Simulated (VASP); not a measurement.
# Mg (Fm-3m) in VASP: a series of runs

Mg is run at these levels: LDA; tasks: single point.

Program: VASP 6.6.1. These are calculated values, not measurements. Logs are shortened: lines on timing, memory, paths and dates and some standing lists are left out, and cuts for length are marked.

**1. The cell of the first run**

Symmetry: Fm-3m, No. 225, cubic system. Conventional cell: a = 4.428 Å, b = 4.428 Å, c = 4.428 Å, α = 90.00°, β = 90.00°, γ = 90.00°. Mg (site symmetry m-3m) has 12 Mg at 3.13 Å within 4.1 Å.

This isn't the form of Mg at room conditions, which is hcp.

**2. Single point, LDA (21.70 Å³/atom)**

Input file INCAR:

```
SYSTEM = Mg
PREC = Accurate
ENCUT = 520
EDIFF = 1E-6
ISMEAR = -1
SIGMA = 0.03
LREAL = .False.
LASPH = .True.
NELM = 60
ALGO = Normal
ISIF = 2
LWAVE = .False.
LCHARG = .False.
NBANDS = 7
```

Input file KPOINTS:

```
regular mesh
0
Gamma
  16 16 16
  0 0 0
```

Input file POSCAR:

```
Mg
1.0
    0.0000000000      2.2139244980      2.2139244980
    2.2139244980      0.0000000000      2.2139244980
    2.2139244980      2.2139244980      0.0000000000
Mg
1
Direct
    0.0000000000      0.0000000000      0.0000000000
```

Potentials or basis: VASP PAW LDA potentials, release 64 (Mg).

Command:

```
$ cat potpaw_LDA.64/Mg/POTCAR > POTCAR
$ mpirun -np 1 vasp_std > vasp.out
```

OUTCAR:

```text
SYSTEM = Mg
   PREC = Accurate
   ENCUT = 520
   EDIFF = 1E-6
   ISMEAR = -1
   LREAL = .False.
   LASPH = .True.
   NELM = 60
   ISIF = 2

 ion  position               nearest neighbor table
   1  0.000  0.000  0.000-

  LATTYP: Found a face centered cubic cell.
 ALAT       =     4.4278489960

  Lattice vectors:

 A1 = (   0.0000000000,   2.2139244980,   2.2139244980)
 A2 = (   2.2139244980,   0.0000000000,   2.2139244980)
 A3 = (   2.2139244980,   2.2139244980,   0.0000000000)

Analysis of symmetry for initial positions (statically):
=====================================================================
 Subroutine PRICEL returns:
 Original cell was already a primitive cell.

 Routine SETGRP: Setting up the symmetry group for a
 face centered cubic supercell.

 Subroutine GETGRP returns: Found 48 space group operations
 (whereof 48 operations were pure point group operations)
 out of a pool of 48 trial point group operations.

The static configuration has the point symmetry O_h .

Analysis of symmetry for dynamics (positions and initial velocities):
=====================================================================
 Subroutine PRICEL returns:
 Original cell was already a primitive cell.

 Routine SETGRP: Setting up the symmetry group for a
 face centered cubic supercell.

 Subroutine GETGRP returns: Found 48 space group operations
 (whereof 48 operations were pure point group operations)
 out of a pool of 48 trial point group operations.

The dynamic configuration has the point symmetry O_h .

 Subroutine INISYM returns: Found 48 space group operations
 (whereof 48 operations are pure point group operations),
 and found     1 'primitive' translations

----------------------------------------------------------------------------------------

                                     Primitive cell

  volume of cell :      21.7029

  direct lattice vectors                    reciprocal lattice vectors
     0.000000000  2.213924498  2.213924498    -0.225843293  0.225843293  0.225843293
     2.213924498  0.000000000  2.213924498     0.225843293 -0.225843293  0.225843293
     2.213924498  2.213924498  0.000000000     0.225843293  0.225843293 -0.225843293

  length of vectors
     3.130962051  3.130962051  3.130962051     0.391172059  0.391172059  0.391172059

  position of ions in fractional coordinates (direct lattice)
     0.000000000  0.000000000  0.000000000

  ion indices of the primitive-cell ions
   primitive index   ion index
                 1           1

----------------------------------------------------------------------------------------

 KPOINTS: regular mesh

Automatic generation of k-mesh.
 Grid dimensions read from file:
 generate k-points for:   16   16   16

 Generating k-lattice:

  Cartesian coordinates                     Fractional coordinates (reciprocal lattice)
    -0.014115206  0.014115206  0.014115206     0.062500000  0.000000000  0.000000000
     0.014115206 -0.014115206  0.014115206     0.000000000  0.062500000  0.000000000
     0.014115206  0.014115206 -0.014115206     0.000000000  0.000000000  0.062500000

  Length of vectors
     0.024448254  0.024448254  0.024448254

  Shift w.r.t. Gamma in fractional coordinates (k-lattice)
     0.000000000  0.000000000  0.000000000

 Subroutine IBZKPT returns following result:
 ===========================================

 Found    145 irreducible k-points:

 Following reciprocal coordinates:
            Coordinates               Weight
  0.000000  0.000000  0.000000      1.000000
  0.062500  0.000000  0.000000      8.000000
  0.125000  0.000000  0.000000      8.000000
  0.187500  0.000000  0.000000      8.000000
  0.250000  0.000000  0.000000      8.000000
  0.312500  0.000000  0.000000      8.000000
[... 16 lines left out ...]
 -0.125000  0.062500  0.000000     24.000000
 -0.062500  0.062500  0.000000     12.000000
 [... further k-points ...]
   k-points           NKPTS =    145   k-points in BZ     NKDIM =    145   number of bands    NBANDS=      7
   number of dos      NEDOS =    301   number of ions     NIONS =      1
   total plane-waves  NPLWV =  13824
   dimension x,y,z NGX =    24 NGY =   24 NGZ =   24
   dimension x,y,z NGXF=    48 NGYF=   48 NGZF=   48
   ions per type =               1
   NGX,Y,Z   is equivalent  to a cutoff of  12.74, 12.74, 12.74 a.u.
   NGXF,Y,Z  is equivalent  to a cutoff of  25.49, 25.49, 25.49 a.u.
 SYSTEM =  Mg
   PREC   = accura    normal or accurate (medium, high low for compatibility)
   ISTART =      0    job   : 0-new  1-cont  2-samecut
   ICHARG =      2    charge: 1-file 2-atom 10-const
   ISPIN  =      1    spin polarized calculation?
   LNONCOLLINEAR =      F non collinear calculations
   LSORBIT =      F    spin-orbit coupling
   LASPH  =      T    aspherical Exc in radial PAW
   ENCUT  =  520.0 eV  38.22 Ry    6.18 a.u.   5.82  5.82  5.82*2*pi/ulx,y,z
   NELM   =     60;   NELMIN=  2; NELMDL= -5     # of ELM steps
   EDIFF  = 0.1E-05   stopping-criterion for ELM
   LREAL  =      F    real-space projection
   EDIFFG = 0.1E-04   stopping-criterion for IOM
   NSW    =      0    number of steps for IOM
   IBRION =     -1    ionic relax: 0-MD 1-quasi-New 2-CG
   NFREE  =      0    steps in history (QN), initial steepest desc. (CG)
   ISIF   =      2    stress and relaxation
   ISYM   =      2    0-nonsym 1-usesym 2-fastsym
   POTIM  = 0.5000    time-step for ionic-motion
   TEBEG  =    0.0;   TEEND  =   0.0 temperature during run
   PSTRESS=    0.0 pullay stress
   NELECT =       2.0000    total number of electrons
   NUPDOWN=      -1.0000    fix difference up-down
   EMIN   =  10.00;   EMAX   =-10.00  energy-range for DOS
   EFERMI =   0.00;   METHOD = LEGACY
   ISMEAR =    -1;   SIGMA  =   0.03  broadening in eV -4-tet -1-fermi 0-gaus
   EFERMI_NEDOS =   21; number of points for ismear=-14 and -15
   IALGO  =     38    algorithm
   IMIX   =      4    mixing-type and parameters
     AMIX     =   0.40;   BMIX     =  1.00
     AMIX_MAG =   1.60;   BMIX_MAG =  1.00
  volume/ion in A,a.u.               =      21.70       146.46
  Fermi-wavevector in a.u.,A,eV,Ry     =   0.739455  1.397368  7.439589  0.546794
  Thomas-Fermi vector in A             =   1.833622
   LORBIT       =      0    0 simple, 1 ext, 2 COOP (PROOUT), +10 PAW based schemes
   GGA     = CA    functional components
   LHFCALC =     F    Hartree Fock is set to
   AEXX    =    0.0000 exact exchange contribution
   IVDW    =     0    specifies the selected vdW correction
   LEPSILON=     F    determine dielectric tensor
   LRPA    =     F    only Hartree local field effects (RPA)
 non-spin polarized calculation
  energy-cutoff  :      520.00
  volume of cell :       21.70
 maximum number of plane-waves:       604
   NGX = 11   NGY = 11   NGZ = 11

 number of electron       2.0000000 magnetization

 Free energy of the ion-electron system (eV)
  ---------------------------------------------------
  ext. energy  EPLUGINS =         0.00000000
  ---------------------------------------------------
  free energy    TOTEN  =        -1.79526573 eV

  energy without entropy =       -1.79340699  energy(sigma->0) =       -1.79433636

 E-fermi :   2.7378     XC(G=0):  -8.8630

 val. band max:        2.7028919714   @ k =  -0.3750   0.1875   0.0625
 cond. band min:       2.7403230259   @ k =  -0.4375   0.4375   0.0000
 fundamental gap:      0.0374310545
 Fermi energy:         2.7378481187

 k-point     1 :       0.0000    0.0000    0.0000
  band No.  band energies     occupation
      1      -4.3978      2.00000
      2      15.4057      0.00000
      3      15.4057      0.00000
      4      15.4057      0.00000
      5      17.5122      0.00000
      6      17.5122      0.00000
      7      17.5122      0.00000

 k-point     2 :       0.0625    0.0000    0.0000
  band No.  band energies     occupation
      1      -4.3077      2.00000
      2      14.0105      0.00000
      3      15.2084      0.00000
      4      15.2084      0.00000
      5      17.5724      0.00000
      6      17.8590      0.00000
      7      17.8590      0.00000

 k-point     3 :       0.1250    0.0000    0.0000
  band No.  band energies     occupation
      1      -4.0380      2.00000
      2      11.9171      0.00000
      3      14.8341      0.00000
      4      14.8341      0.00000
      5      17.3101      0.00000
      6      18.6795      0.00000
      7      18.6795      0.00000

 k-point     4 :       0.1875    0.0000    0.0000
  band No.  band energies     occupation
      1      -3.5903      2.00000
      2       9.8343      0.00000
      3      14.4936      0.00000
      4      14.4936      0.00000
      5      17.0065      0.00000
      6      18.6317      0.00000
      7      18.6317      0.00000

 k-point     5 :       0.2500    0.0000    0.0000
  band No.  band energies     occupation
      1      -2.9673      2.00000
      2       7.8472      0.00000
      3      14.2542      0.00000
      4      14.2542      0.00000
      5      16.7680      0.00000
      6      17.6043      0.00000
      7      17.6043      0.00000

 k-point     6 :       0.3125    0.0000    0.0000
  band No.  band energies     occupation
      1      -2.1725      2.00000
      2       5.9823      0.00000
      3      14.1347      0.00000
      4      14.1347      0.00000
      5      16.6428      0.00000
      6      16.7134      0.00000
      7      16.7134      0.00000

 k-point     7 :       0.3750    0.0000    0.0000
  band No.  band energies     occupation
      1      -1.2110      2.00000
      2       4.2534      0.00000
      3      14.1343      0.00000
      4      14.1343      0.00000
      5      15.9840      0.00000
      6      15.9840      0.00000
      7      16.6414      0.00000

 k-point     8 :       0.4375    0.0000    0.0000
  band No.  band energies     occupation
      1      -0.0916      2.00000
      2       2.6729      1.79440
      3      14.2257      0.00000
      4      14.2257      0.00000
      5      15.4524      0.00000
      6      15.4524      0.00000
      7      16.7294      0.00000

 k-point     9 :       0.5000    0.0000    0.0000
  band No.  band energies     occupation
      1       0.9909      2.00000
      2       1.4365      2.00000
      3      14.2993      0.00000
      4      14.2993      0.00000
      5      15.2318      0.00000
      6      15.2318      0.00000
      7      16.7935      0.00000

 k-point    10 :       0.0625    0.0625    0.0000
  band No.  band energies     occupation
      1      -4.2777      2.00000
      2      14.5112      0.00000
      3      14.6189      0.00000
      4      14.6189      0.00000
      5      17.1338      0.00000
      6      18.4955      0.00000
      7      18.4955      0.00000

 k-point    11 :       0.1250    0.0625    0.0000
  band No.  band energies     occupation
      1      -4.0679      2.00000
      2      12.6312      0.00000
      3      14.0771      0.00000
      4      14.7418      0.00000
      5      17.2052      0.00000
      6      18.4717      0.00000
      7      18.7255      0.00000
[... 51 lines left out ...]
 k-point    17 :       0.5000    0.0625    0.0000
  band No.  band energies     occupation
      1       0.7900      2.00000
      2       1.8048      2.00000
      3      13.0650      0.00000
      4      13.5392      0.00000
      5      14.9270      0.00000
      6      16.1480      0.00000
      7      17.8809      0.00000

 k-point    18 :      -0.4375    0.0625    0.0000
  band No.  band energies     occupation
      1       0.3866      2.00000
      2       2.2593      2.00000
      3      12.7346      0.00000
      4      13.9392      0.00000
      5      15.3194      0.00000
      6      15.7922      0.00000
      7      17.7083      0.00000

 k-point    19 :      -0.3750    0.0625    0.0000
  band No.  band energies     occupation
      1      -0.7778      2.00000
      2       3.7814      0.00000
      3      12.5324      0.00000
      4      14.4574      0.00000
      5      15.6106      0.00000
      6      15.8785      0.00000
      7      17.5330      0.00000

 k-point    20 :      -0.3125    0.0625    0.0000
  band No.  band energies     occupation
      1      -1.7924      2.00000
      2       5.4589      0.00000
      3      12.4719      0.00000
      4      14.9805      0.00000
      5      15.7130      0.00000
      6      16.5680      0.00000
      7      17.4887      0.00000

 k-point    21 :      -0.2500    0.0625    0.0000
  band No.  band energies     occupation
      1      -2.6426      2.00000
      2       7.2730      0.00000
      3      12.5582      0.00000
      4      15.2653      0.00000
      5      16.3322      0.00000
      6      17.2322      0.00000
      7      17.7386      0.00000

 k-point    22 :      -0.1875    0.0625    0.0000
  band No.  band energies     occupation
      1      -3.3228      2.00000
      2       9.2066      0.00000
      3      12.7946      0.00000
      4      15.4658      0.00000
      5      17.2864      0.00000
      6      17.5634      0.00000
      7      18.5511      0.00000

 k-point    23 :      -0.1250    0.0625    0.0000
  band No.  band energies     occupation
      1      -3.8288      2.00000
      2      11.2172      0.00000
      3      13.1941      0.00000
      4      15.6566      0.00000
      5      17.8221      0.00000
      6      18.1990      0.00000
      7      18.4283      0.00000

 k-point    24 :      -0.0625    0.0625    0.0000
  band No.  band energies     occupation
      1      -4.1578      2.00000
      2      13.0666      0.00000
      3      13.9097      0.00000
      4      15.6386      0.00000
      5      17.6798      0.00000
      6      17.9011      0.00000
      7      18.4800      0.00000

 [... further k-points ...]
[... 5 lines left out ...]
  --------------------------------------------------------------------------------------
  -------------------------------------------------------------------------------------
  Total       -0.0241373     -0.0241373     -0.0241373     -0.0000000      0.0000000     -0.0000000
  in kB       -1.7818862     -1.7818862     -1.7818862     -0.0000000      0.0000000     -0.0000000
  external PRESSURE =      -1.7818862 kB  Pullay stress =       0.0000000 kB

 VOLUME and BASIS-vectors are now :
 -----------------------------------------------------------------------------
  energy-cutoff  :      520.00
  volume of cell :       21.70
      direct lattice vectors                 reciprocal lattice vectors
     0.000000000  2.213924498  2.213924498    -0.225843293  0.225843293  0.225843293
     2.213924498  0.000000000  2.213924498     0.225843293 -0.225843293  0.225843293
     2.213924498  2.213924498  0.000000000     0.225843293  0.225843293 -0.225843293

 POSITION                                       TOTAL-FORCE (eV/Angst)
 -----------------------------------------------------------------------------------
      0.00000      0.00000      0.00000         0.000000      0.000000      0.000000
 -----------------------------------------------------------------------------------
    total drift:                                0.000000     -0.000000     -0.000000

  FREE ENERGIE OF THE ION-ELECTRON SYSTEM (eV)
  ---------------------------------------------------
  free  energy   TOTEN  =        -1.7952657257 eV

  energy  without entropy=       -1.7934069863  energy(sigma->0) =       -1.79433636
```

It took 11 s on 1 thread of Intel Xeon 8259CL, shared host; peak memory 0.14 GiB.

What came out:

```
Free energy            : -1.7953 eV
Pressure               : -0.2 GPa
Band gap on the k mesh : zero (bands 1 and 2 overlap by 2.80 eV)
```

Levels at points of the mesh, in eV from the Fermi level:
```csv
k point,band 1,band 2,band 3,band 4,band 5,band 6
"(0.00, 0.00, 0.00)",-7.14,12.67,12.67,12.67,14.77,14.77
"(0.50, 0.00, 0.00)",-1.75,-1.30,11.56,11.56,12.49,12.49
"(0.50, 0.50, 0.00)",-0.21,0.84,6.24,7.19,7.19,10.20
```

**3. Single point, LDA (22.38 Å³/atom)**

This run uses another cell than the first one, of 22.38 Å³/atom.

Input file INCAR:

```
SYSTEM = Mg
  PREC = Accurate
  ENCUT = 520
  EDIFF = 1E-7
  ISMEAR = -1
  SIGMA = 0.03
  LREAL = .FALSE.
  LASPH = .TRUE.
  NELM = 100
  ALGO = Normal
  ISIF = 2
  LWAVE = .FALSE.
  LCHARG = .TRUE.
  LELF = .TRUE.
  LVHAR = .TRUE.
  NBANDS = 7
```

Input file KPOINTS:

```
Automatic mesh
0
G
  16 16 16
  0 0 0
```

Input file POSCAR:

```
Mg
1.0
    0.0000000000      2.2367500710      2.2367500710
    2.2367500710      0.0000000000      2.2367500710
    2.2367500710      2.2367500710      0.0000000000
Mg
1
Direct
    0.0000000000      0.0000000000      0.0000000000
```

Potentials or basis: VASP PAW LDA potentials, release 64 (Mg).

Command:

```
$ cat potpaw_LDA.64/Mg/POTCAR > POTCAR
$ mpirun -np 1 vasp_std > vasp.out
```

OUTCAR:

```text
SYSTEM = Mg
   PREC = Accurate
   ENCUT = 520
   EDIFF = 1E-7
   ISMEAR = -1
   LREAL = .FALSE.
   LASPH = .TRUE.
   NELM = 100
   ISIF = 2

 ion  position               nearest neighbor table
   1  0.000  0.000  0.000-

  LATTYP: Found a face centered cubic cell.
 ALAT       =     4.4735001420

  Lattice vectors:

 A1 = (   0.0000000000,   2.2367500710,   2.2367500710)
 A2 = (   2.2367500710,   0.0000000000,   2.2367500710)
 A3 = (   2.2367500710,   2.2367500710,   0.0000000000)

Analysis of symmetry for initial positions (statically):
[... 409 lines left out ...]
      1      -4.1923      2.00000
      2      12.7358      0.00000
      3      13.5343      0.00000
      4      15.2791      0.00000
      5      17.1529      0.00000
      6      17.4192      0.00000
      7      17.9934      0.00000

 [... further k-points ...]
[... 5 lines left out ...]
  --------------------------------------------------------------------------------------
  -------------------------------------------------------------------------------------
  Total       -0.1838799     -0.1838799     -0.1838799     -0.0000000     -0.0000000     -0.0000000
  in kB      -13.1632311    -13.1632311    -13.1632311     -0.0000000     -0.0000000     -0.0000000
  external PRESSURE =     -13.1632311 kB  Pullay stress =       0.0000000 kB

 VOLUME and BASIS-vectors are now :
 -----------------------------------------------------------------------------
  energy-cutoff  :      520.00
  volume of cell :       22.38
      direct lattice vectors                 reciprocal lattice vectors
     0.000000000  2.236750071  2.236750071    -0.223538609  0.223538609  0.223538609
     2.236750071  0.000000000  2.236750071     0.223538609 -0.223538609  0.223538609
     2.236750071  2.236750071  0.000000000     0.223538609  0.223538609 -0.223538609

 POSITION                                       TOTAL-FORCE (eV/Angst)
 -----------------------------------------------------------------------------------
      0.00000      0.00000      0.00000        -0.000000     -0.000000      0.000000
 -----------------------------------------------------------------------------------
    total drift:                               -0.000000      0.000000     -0.000000

  FREE ENERGIE OF THE ION-ELECTRON SYSTEM (eV)
  ---------------------------------------------------
  free  energy   TOTEN  =        -1.7920536264 eV

  energy  without entropy=       -1.7903283878  energy(sigma->0) =       -1.79119101
```

OSZICAR:

```text
N       E                     dE             d eps       ncg     rms          rms(c)
DAV:   1    -0.110381389728E+01   -0.11038E+01   -0.80724E+02  2191   0.197E+02
DAV:   2    -0.179994509023E+01   -0.69613E+00   -0.64840E+00  2702   0.113E+01
DAV:   3    -0.180246425554E+01   -0.25192E-02   -0.25184E-02  2632   0.782E-01
DAV:   4    -0.180246717203E+01   -0.29165E-05   -0.29166E-05  3115   0.201E-02
DAV:   5    -0.180246717469E+01   -0.26686E-08   -0.25628E-08  2688   0.336E-04    0.638E-01
DAV:   6    -0.179660671251E+01    0.58605E-02   -0.48985E-04  2751   0.959E-02    0.405E-01
DAV:   7    -0.179205678851E+01    0.45499E-02   -0.16921E-03  2527   0.175E-01    0.214E-02
DAV:   8    -0.179205396457E+01    0.28239E-05   -0.91884E-06  3150   0.161E-02    0.463E-03
DAV:   9    -0.179205362975E+01    0.33482E-06   -0.23257E-07  2730   0.204E-03    0.566E-04
DAV:  10    -0.179205362635E+01    0.34004E-08   -0.16987E-09  2184   0.232E-04
   1 F= -.17920536E+01 E0= -.17911910E+01  d E =-.172524E-02
```

It took 12 s on 1 thread of Intel Xeon 8259CL, shared host; peak memory 0.14 GiB.

Results:

```
Free energy            : -1.7921 eV
Pressure               : -1.3 GPa
Band gap on the k mesh : zero (bands 1 and 2 overlap by 2.79 eV)
```

[end of part 1 of 2]

The gap in the log of VASP goes by the Fermi energy; the results here count the filled bands.